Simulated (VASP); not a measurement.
# La (P6/mmm) in VASP: a series of runs

The runs below take La through single point, relaxation of shape and atoms at fixed volume, with PBE.

Everything below comes from runs of VASP 6.6.1. Logs are shortened: lines on timing, memory, paths and dates and some standing lists are left out, and cuts for length are marked.

## Step 1: The cell of the first run

The structure is hexagonal, space group P6/mmm (No. 191). The conventional cell has a = 5.745 Å, b = 5.745 Å, c = 3.435 Å, α = 90.00°, β = 90.00°, γ = 120.00°. Within 4.5 Å of La (site symmetry 6/mmm) lie 14 La at 3.43 to 3.74 Å. La (site symmetry -6m2) has 11 La at 3.32 to 3.74 Å within 4.4 Å.

This isn't the form of La at room conditions, which is double hcp.

## Step 2: Single point, PBE

The input, INCAR:

```
SYSTEM = La
ALGO     = Normal         ! electronic algorithm
EDIFF    = 1E-6           ! SCF threshold, eV
ENCUT    = 500            ! plane-wave cutoff, eV
GGA      = PE             ! functional
GGA_COMPAT= .FALSE.      
ISIF     = 2              ! what is computed and relaxed
ISMEAR   = -1             ! smearing method
LASPH    = .TRUE.         ! aspherical terms in the spheres
LCHARG   = .FALSE.        ! write CHGCAR
LMAXMIX  = 6              ! l up to which the mixer works
LREAL    = .FALSE.        ! projectors in reciprocal space
LWAVE    = .FALSE.        ! write WAVECAR
NBANDS   = 24             ! bands
NELM     = 200            ! most SCF steps
PREC     = Accurate       ! precision mode
SIGMA    = 0.08           ! smearing width, eV
```

The input, KPOINTS:

```
k-points
0
G
  7 7 9
  0 0 0
```

The input, POSCAR:

```
La
1.0
    5.7453054564      0.0000000000      0.0000000000
   -2.8726527282      4.9755804778      0.0000000000
    0.0000000000      0.0000000000      3.4346667054
La
3
Direct
    0.0000000000      0.0000000000      0.0000000000
    0.3333333333      0.6666666667      0.5000000000
    0.6666666667      0.3333333333      0.5000000000
```

Potentials or basis: VASP PAW PBE potentials, release 64 (La).

The run is started by

```bash
cat potpaw_PBE.64/La/POTCAR > POTCAR
mpirun -np 1 vasp_std > vasp.out
```

OUTCAR:

```text
SYSTEM = La
   EDIFF = 1E-6
   ENCUT = 500
   GGA = PE
   ISIF = 2
   ISMEAR = -1
   LASPH = .TRUE.
   LREAL = .FALSE.
   NELM = 200
   PREC = Accurate

 ion  position               nearest neighbor table
   1  0.000  0.000  0.000-
   2  0.333  0.667  0.500-   3 3.32   3 3.32   3 3.32
   3  0.667  0.333  0.500-   2 3.32   2 3.32   2 3.32

  LATTYP: Found a hexagonal cell.
 ALAT       =     5.7453054564
 C/A-ratio  =     0.5978214268

  Lattice vectors:

 A1 = (   5.7453054564,   0.0000000000,   0.0000000000)
 A2 = (  -2.8726527282,   4.9755804778,   0.0000000000)
 A3 = (   0.0000000000,   0.0000000000,   3.4346667054)

Analysis of symmetry for initial positions (statically):
=====================================================================
 Subroutine PRICEL returns:
 Original cell was already a primitive cell.

 Routine SETGRP: Setting up the symmetry group for a
 hexagonal supercell.

 Subroutine GETGRP returns: Found 24 space group operations
 (whereof 24 operations were pure point group operations)
 out of a pool of 24 trial point group operations.

The static configuration has the point symmetry D_6h.

Analysis of symmetry for dynamics (positions and initial velocities):
=====================================================================
 Subroutine PRICEL returns:
 Original cell was already a primitive cell.

 Routine SETGRP: Setting up the symmetry group for a
 hexagonal supercell.

 Subroutine GETGRP returns: Found 24 space group operations
 (whereof 24 operations were pure point group operations)
 out of a pool of 24 trial point group operations.

The dynamic configuration has the point symmetry D_6h.

 Subroutine INISYM returns: Found 24 space group operations
 (whereof 24 operations are pure point group operations),
 and found     1 'primitive' translations

----------------------------------------------------------------------------------------

                                     Primitive cell

  volume of cell :      98.1842

  direct lattice vectors                    reciprocal lattice vectors
     5.745305456  0.000000000  0.000000000     0.174055149  0.100490787  0.000000000
    -2.872652728  4.975580478  0.000000000     0.000000000  0.200981575  0.000000000
     0.000000000  0.000000000  3.434666705     0.000000000  0.000000000  0.291149065

  length of vectors
     5.745305456  5.745305456  3.434666705     0.200981575  0.200981575  0.291149065

  position of ions in fractional coordinates (direct lattice)
     0.000000000  0.000000000  0.000000000
     0.333333333  0.666666667  0.500000000
     0.666666667  0.333333333  0.500000000

  ion indices of the primitive-cell ions
   primitive index   ion index
                 1           1
                 2           2
                 3           3

----------------------------------------------------------------------------------------

 KPOINTS: k-points

Automatic generation of k-mesh.
 Grid dimensions read from file:
 generate k-points for:    7    7    9

 Generating k-lattice:

  Cartesian coordinates                     Fractional coordinates (reciprocal lattice)
     0.024865021  0.014355827  0.000000000     0.142857143 -0.000000000  0.000000000
     0.000000000  0.028711654  0.000000000     0.000000000  0.142857143  0.000000000
     0.000000000  0.000000000  0.032349896     0.000000000  0.000000000  0.111111111

  Length of vectors
     0.028711654  0.028711654  0.032349896

  Shift w.r.t. Gamma in fractional coordinates (k-lattice)
     0.000000000  0.000000000  0.000000000

 Subroutine IBZKPT returns following result:
 ===========================================

 Found     40 irreducible k-points:

 Following reciprocal coordinates:
            Coordinates               Weight
  0.000000  0.000000  0.000000      1.000000
  0.142857  0.000000  0.000000      6.000000
  0.285714  0.000000  0.000000      6.000000
  0.428571  0.000000  0.000000      6.000000
  0.142857  0.142857  0.000000      6.000000
  0.285714  0.142857  0.000000     12.000000
[... 16 lines left out ...]
  0.428571  0.142857  0.222222     12.000000
  0.285714  0.285714  0.222222     12.000000
 [... further k-points ...]
   k-points           NKPTS =     40   k-points in BZ     NKDIM =     40   number of bands    NBANDS=     24
   number of dos      NEDOS =    301   number of ions     NIONS =      3
   total plane-waves  NPLWV =  49392
   dimension x,y,z NGX =    42 NGY =   42 NGZ =   28
   dimension x,y,z NGXF=    84 NGYF=   84 NGZF=   56
   ions per type =               3
   NGX,Y,Z   is equivalent  to a cutoff of  12.15, 12.15, 13.55 a.u.
   NGXF,Y,Z  is equivalent  to a cutoff of  24.31, 24.31, 27.11 a.u.
 SYSTEM =  La
   PREC   = accura    normal or accurate (medium, high low for compatibility)
   ISTART =      0    job   : 0-new  1-cont  2-samecut
   ICHARG =      2    charge: 1-file 2-atom 10-const
   ISPIN  =      1    spin polarized calculation?
   LNONCOLLINEAR =      F non collinear calculations
   LSORBIT =      F    spin-orbit coupling
   LASPH  =      T    aspherical Exc in radial PAW
   ENCUT  =  500.0 eV  36.75 Ry    6.06 a.u.  10.48 10.48  6.26*2*pi/ulx,y,z
   NELM   =    200;   NELMIN=  2; NELMDL= -5     # of ELM steps
   EDIFF  = 0.1E-05   stopping-criterion for ELM
   LREAL  =      F    real-space projection
   EDIFFG = 0.1E-04   stopping-criterion for IOM
   NSW    =      0    number of steps for IOM
   IBRION =     -1    ionic relax: 0-MD 1-quasi-New 2-CG
   NFREE  =      0    steps in history (QN), initial steepest desc. (CG)
   ISIF   =      2    stress and relaxation
   ISYM   =      2    0-nonsym 1-usesym 2-fastsym
   POTIM  = 0.5000    time-step for ionic-motion
   TEBEG  =    0.0;   TEEND  =   0.0 temperature during run
   PSTRESS=    0.0 pullay stress
   NELECT =      33.0000    total number of electrons
   NUPDOWN=      -1.0000    fix difference up-down
   EMIN   =  10.00;   EMAX   =-10.00  energy-range for DOS
   EFERMI =   0.00;   METHOD = LEGACY
   ISMEAR =    -1;   SIGMA  =   0.08  broadening in eV -4-tet -1-fermi 0-gaus
   EFERMI_NEDOS =   21; number of points for ismear=-14 and -15
   IALGO  =     38    algorithm
   IMIX   =      4    mixing-type and parameters
     AMIX     =   0.40;   BMIX     =  1.00
     AMIX_MAG =   1.60;   BMIX_MAG =  1.00
  volume/ion in A,a.u.               =      32.73       220.86
  Fermi-wavevector in a.u.,A,eV,Ry     =   1.138236  2.150954 17.627452  1.295581
  Thomas-Fermi vector in A             =   2.274941
   LORBIT       =      0    0 simple, 1 ext, 2 COOP (PROOUT), +10 PAW based schemes
   GGA     = PE    functional components
   LHFCALC =     F    Hartree Fock is set to
   AEXX    =    0.0000 exact exchange contribution
   IVDW    =     0    specifies the selected vdW correction
   LEPSILON=     F    determine dielectric tensor
   LRPA    =     F    only Hartree local field effects (RPA)
 non-spin polarized calculation
  energy-cutoff  :      500.00
  volume of cell :       98.18
 maximum number of plane-waves:      2508
 NGX is ok and might be reduce to    42
   NGX = 21   NGY = 21   NGZ = 13

 number of electron      32.9999999 magnetization

 Free energy of the ion-electron system (eV)
  ---------------------------------------------------
  ext. energy  EPLUGINS =         0.00000000
  ---------------------------------------------------
  free energy    TOTEN  =       -14.44857880 eV

  energy without entropy =      -14.36765940  energy(sigma->0) =      -14.40811910

 E-fermi :   9.1088     XC(G=0): -10.0831

 val. band max:        9.1038613659   @ k =   0.1429   0.0000   0.2222
 cond. band min:       9.1113903152   @ k =   0.2857   0.0000   0.1111
 fundamental gap:      0.0075289493
 Fermi energy:         9.1087933984

 k-point     1 :       0.0000    0.0000    0.0000
  band No.  band energies     occupation
      1     -23.6647      2.00000
      2     -23.2993      2.00000
      3     -23.2279      2.00000
      4      -7.9183      2.00000
      5      -7.9183      2.00000
      6      -7.5493      2.00000
[... 16 lines left out ...]
     23      10.9456      0.00000
     24      11.1982      0.00000

 k-point     2 :       0.1429    0.0000    0.0000
  band No.  band energies     occupation
      1     -23.6430      2.00000
      2     -23.3066      2.00000
      3     -23.2446      2.00000
      4      -8.0503      2.00000
      5      -7.9826      2.00000
      6      -7.3811      2.00000
[... 16 lines left out ...]
     23      10.9543      0.00000
     24      11.1279      0.00000

 k-point     3 :       0.2857    0.0000    0.0000
  band No.  band energies     occupation
      1     -23.5830      2.00000
      2     -23.3314      2.00000
      3     -23.2851      2.00000
      4      -8.2193      2.00000
      5      -7.9491      2.00000
      6      -7.1129      2.00000
[... 16 lines left out ...]
     23      10.9686      0.00000
     24      11.0094      0.00000

 k-point     4 :       0.4286    0.0000    0.0000
  band No.  band energies     occupation
      1     -23.5021      2.00000
      2     -23.3919      2.00000
      3     -23.3096      2.00000
      4      -8.3145      2.00000
      5      -7.7347      2.00000
      6      -7.2863      2.00000
[... 16 lines left out ...]
     23      11.1480      0.00000
     24      11.1631      0.00000

 k-point     5 :       0.1429    0.1429    0.0000
  band No.  band energies     occupation
      1     -23.6021      2.00000
      2     -23.3201      2.00000
      3     -23.2759      2.00000
      4      -8.1315      2.00000
      5      -8.0342      2.00000
      6      -7.1425      2.00000
[... 451 lines left out ...]
 k-point    22 :       0.2857    0.1429    0.2222
  band No.  band energies     occupation
      1     -23.4503      2.00000
      2     -23.2902      2.00000
      3     -23.2548      2.00000
      4      -8.0891      2.00000
      5      -7.8050      2.00000
      6      -7.3985      2.00000
[... 16 lines left out ...]
     23      10.7572      0.00000
     24      10.9035      0.00000

 k-point    23 :       0.4286    0.1429    0.2222
  band No.  band energies     occupation
      1     -23.3951      2.00000
      2     -23.3327      2.00000
      3     -23.2692      2.00000
      4      -8.1184      2.00000
      5      -7.6962      2.00000
      6      -7.5266      2.00000
[... 16 lines left out ...]
     23      10.6879      0.00000
     24      10.9607      0.00000

 k-point    24 :       0.2857    0.2857    0.2222
  band No.  band energies     occupation
      1     -23.3859      2.00000
      2     -23.3131      2.00000
      3     -23.2984      2.00000
      4      -8.0865      2.00000
      5      -7.7070      2.00000
      6      -7.5303      2.00000
[... 16 lines left out ...]
     23      10.6695      0.00000
     24      11.0143      0.00000

 [... further k-points ...]

------------------------ aborting loop because EDIFF is reached ----------------------------------------

  FORCE on cell =-STRESS in cart. coord.  units (eV):
  Direction    XX          YY          ZZ          XY          YZ          ZX
  --------------------------------------------------------------------------------------
  -------------------------------------------------------------------------------------
  Total        2.4786820      2.4786820      2.4747232      0.0000000     -0.0000000      0.0000000
  in kB       40.4473349     40.4473349     40.3827356      0.0000000     -0.0000000      0.0000000
  external PRESSURE =      40.4258018 kB  Pullay stress =       0.0000000 kB

 VOLUME and BASIS-vectors are now :
 -----------------------------------------------------------------------------
  energy-cutoff  :      500.00
  volume of cell :       98.18
      direct lattice vectors                 reciprocal lattice vectors
     5.745305456  0.000000000  0.000000000     0.174055149  0.100490787  0.000000000
    -2.872652728  4.975580478  0.000000000     0.000000000  0.200981575  0.000000000
     0.000000000  0.000000000  3.434666705     0.000000000  0.000000000  0.291149065

 POSITION                                       TOTAL-FORCE (eV/Angst)
 -----------------------------------------------------------------------------------
      0.00000      0.00000      0.00000        -0.000000      0.000000      0.000000
     -0.00000      3.31705      1.71733        -0.000000      0.000000      0.000000
      2.87265      1.65853      1.71733         0.000000     -0.000000      0.000000
 -----------------------------------------------------------------------------------
    total drift:                               -0.000000      0.000000     -0.000000

  FREE ENERGIE OF THE ION-ELECTRON SYSTEM (eV)
  ---------------------------------------------------
  free  energy   TOTEN  =       -14.4485788000 eV

  energy  without entropy=      -14.3676594044  energy(sigma->0) =      -14.40811910
```

Run time: 52 s. Hardware: 1 thread of Intel Xeon 6975P-C (Granite Rapids), shared host; peak memory 0.25 GiB.

What came out:

| Item | Value |
| --- | --- |
| Free energy | -14.4486 eV |
| Pressure | 4.0 GPa |
| Band gap on the k mesh | zero (an odd number of electrons rules out a gap without spin polarisation) |

Caveat: the cell stands under pressure; spin-orbit coupling is left out, which moves the levels of the heavy elements.

## Step 3: Single point, PBE (32.73 Å³/atom)

The input, INCAR:

```
PREC = Accurate ; ENCUT = 500
EDIFF = 1E-6 ; ISMEAR = -1
SIGMA = 0.08 ; LREAL = False
LASPH = True ; NELM = 200
ALGO = Normal ; ISIF = 2
LWAVE = False ; LCHARG = True
GGA = PE ; LELF = True
LVHAR = True ; NBANDS = 24
GGA_COMPAT = False ; LMAXMIX = 6
```

The input, KPOINTS:

```
regular mesh
0
Gamma
  7 7 9
```

POSCAR is that of step 2.

Potentials or basis: VASP PAW PBE potentials, release 64 (La).

The run is started by

```bash
cat potpaw_PBE.64/La/POTCAR > POTCAR
mpirun -np 1 vasp_std > vasp.out
```

It took 55 s on 1 thread of Intel Xeon 6975P-C (Granite Rapids), shared host; peak memory 0.25 GiB.

The run converged. Its results:

```yaml
Free_energy: -14.4486 eV
Pressure: 4.0 GPa
Band_gap_on_the_k_mesh: zero (an odd number of electrons rules out a gap without spin polarisation)
```

Levels at points of the mesh, in eV from the Fermi level:
| k point | band 15 | band 16 | band 17 | band 18 | band 19 | band 20 |
| --- | --- | --- | --- | --- | --- | --- |
| (0.00, 0.00, 0.00) | 0.40 | 0.73 | 0.73 | 0.80 | 0.80 | 1.01 |

Caveat: the cell stands under pressure; spin-orbit coupling is left out, which moves the levels of the heavy elements.

## Step 4: Relaxation of shape and atoms at fixed volume, PBE

This run uses another cell than the first one, of 15.99 Å³/atom.

The input, INCAR:

```
SYSTEM = La
ALGO     = Normal         ! electronic algorithm
EDIFF    = 1E-7           ! SCF threshold, eV
EDIFFG   = -0.005         ! ionic threshold
ENCUT    = 500            ! plane-wave cutoff, eV
GGA      = PE             ! functional
GGA_COMPAT= .FALSE.      
IBRION   = 2              ! ionic algorithm
ISIF     = 4              ! what is computed and relaxed
ISMEAR   = -1             ! smearing method
LASPH    = .TRUE.         ! aspherical terms in the spheres
LCHARG   = .FALSE.        ! write CHGCAR
LMAXMIX  = 6              ! l up to which the mixer works
LREAL    = .FALSE.        ! projectors in reciprocal space
LWAVE    = .FALSE.        ! write WAVECAR
NELM     = 200            ! most SCF steps
NELMIN   = 4            
NSW      = 50             ! ionic steps
PREC     = Accurate       ! precision mode
SIGMA    = 0.08           ! smearing width, eV
```

The input, KPOINTS:

```
k-points
0
G
  7 7 9
  0 0 0
```

The input, POSCAR:

```
La
1.0
    4.4945444073      0.0000000000      0.0000000000
   -2.2472722036      3.8923896352      0.0000000000
    0.0000000000      0.0000000000      2.7423651362
La
3
Direct
    0.0000000000      0.0000000000      0.0000000000
    0.3333333333      0.6666666667      0.5000000000
    0.6666666667      0.3333333333      0.5000000000
```

The run is started by

```bash
cat potpaw_PBE.64/La/POTCAR > POTCAR
mpirun -np 1 vasp_std > vasp.out
```

It took 94 s on 1 thread of Intel Xeon 6975P-C (Granite Rapids), shared host; peak memory 0.19 GiB.

It converged, with:

```yaml
Free_energy: -4.8313 eV
Energy_gained_by_relaxing: 23.6 meV/atom
Ionic_steps: 5
Pressure_after_relaxing: 114.8 GPa
Band_gap_on_the_k_mesh: zero (an odd number of electrons rules out a gap without spin polarisation)
```

Step by step:
```csv
step,energy change (eV),largest force (eV/Å),pressure (GPa),volume (Å³)
1,0.0000,0.0000,115.30,47.98
2,0.7865,0.0000,122.21,47.98
3,-0.0685,0.0000,114.81,47.98
4,-0.0702,0.0000,114.84,47.98
5,-0.0707,0.0000,114.82,47.98
```

Final structure:
```
CELL_PARAMETERS angstrom
4.53490 0.00000 0.00000
-2.26745 3.92734 0.00000
0.00000 0.00000 2.69377
ATOMIC_POSITIONS crystal
La 0.00000 0.00000 0.00000
La 0.33333 0.66667 0.50000
La 0.66667 0.33333 0.50000
```

Levels at points of the mesh, in eV from the Fermi level:
| k point | band 13 | band 14 | band 15 | band 16 | band 17 | band 18 | band 19 | band 20 |
| --- | --- | --- | --- | --- | --- | --- | --- | --- |
| (0.00, 0.00, 0.00) | -3.86 | 1.05 | 1.05 | 1.22 | 1.34 | 1.57 | 1.57 | 2.07 |

Caveat: spin-orbit coupling is left out, which moves the levels of the heavy elements.

(Continued in part 2 of 2.)

The gap in the log of VASP goes by the Fermi energy; the results here count the filled bands.